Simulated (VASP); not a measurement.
Wanted: the native input for a VASP 6.6.1 run.

- Task: relaxation of shape and atoms at fixed volume
- Functional: PBE
- Potentials or basis: VASP PAW PBE potentials, release 64 (Si)
- Cutoff: 600 eV
- k mesh: 9 × 9 × 12
- Occupations: fermi-dirac, width 0.1 eV
- Spin: no spin polarisation
- Dipole correction: no
- Further INCAR settings: ALGO = Normal; EDIFF = 1e-06; IBRION = 2; EDIFFG = -0.005; NSW = 50; ISIF = 4

The structure of Si lies in POSCAR:

```
Si
1.0
    3.5325111641      0.0000000000      0.0000000000
   -1.7662555820      3.0592444072      0.0000000000
    0.0000000000      0.0000000000      2.0532920347
Si
3
Direct
    0.0000000000      0.0000000000      0.0000000000
    0.3333333333      0.6666666667      0.5000000000
    0.6666666667      0.3333333333      0.5000000000
```

This isn't the form of Si at room conditions, which is diamond.

One way to write it, as run:

INCAR

```
PREC     = Accurate       # precision mode
ENCUT    = 600            # plane-wave cutoff, eV
EDIFF    = 1E-6           # SCF threshold, eV
ISMEAR   = -1             # smearing method
SIGMA    = 0.1            # smearing width, eV
LREAL    = F              # projectors in reciprocal space
LASPH    = T              # aspherical terms in the spheres
NELM     = 60             # most SCF steps
ALGO     = Normal         # electronic algorithm
ISIF     = 4              # what is computed and relaxed
LWAVE    = F              # write WAVECAR
LCHARG   = F              # write CHGCAR
GGA      = PE             # functional
IBRION   = 2              # ionic algorithm
NSW      = 50             # ionic steps
EDIFFG   = -0.005         # ionic threshold
```

KPOINTS

```
regular mesh
0
Gamma
  9 9 12
```

Potentials or basis: VASP PAW PBE potentials, release 64 (Si).

Run with:

```sh
$ cat potpaw_PBE.64/Si/POTCAR > POTCAR
$ mpirun -np 1 vasp_std > vasp.out
```

Results of the run:

- Energy gained by relaxing: 32.7 meV/atom
- Ionic steps: 16
- Pressure after relaxing: 270.6 GPa
- Band gap on the k mesh: zero (bands 6 and 7 overlap by 8.07 eV)

It took 81 s on 1 thread of Intel Xeon 8259CL (shared host), peak memory 0.14 GiB.
